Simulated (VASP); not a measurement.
Runs of VASP 6.6.1 on InAgTe2. The structure is that of space group I-42d (No. 122), or close to it. The cells are those of the table. 

```tsv
cell	gap on the mesh (eV)	pressure (GPa)	largest force (eV/Å)
a = 8.061 Å, angles 131.3, 131.3, 71.3°, 8 atoms	0.38	-2.2	0.08
a = 7.826 Å, angles 131.3, 131.3, 71.3°, 8 atoms	(c)	1.3	0.08
a = 7.745 Å, angles 131.3, 131.3, 71.3°, 8 atoms	(b)	3.0	0.14
a = 7.906 Å, angles 131.3, 131.3, 71.3°, 8 atoms	0.54	-0.1	0.02
a = 7.985 Å, angles 131.3, 131.3, 71.3°, 8 atoms	(a)	-1.2	0.04
```

Alike in all rows: task single point; level r2SCAN; potentials or basis VASP PAW PBE potentials, release 64 (Ag, Te, In_d); no spin polarisation; k mesh 4 × 4 × 4; cutoff (eV) 550; smearing fermi-dirac 0.02 eV.

Q: Fill in the values left out.

A: (a) 0.45; (b) 0.73; (c) 0.63.

Caveats: semilocal functionals underestimate gaps, and a narrow one can read as zero; the PAW data sets were made with another functional, which shifts forces and pressure a little; spin-orbit coupling is left out, which moves the levels of the heavy elements; the cell stands under pressure (at least some runs).

A k mesh can miss the band edges, and the runs leave out spin-orbit coupling on Ag, In, Te.
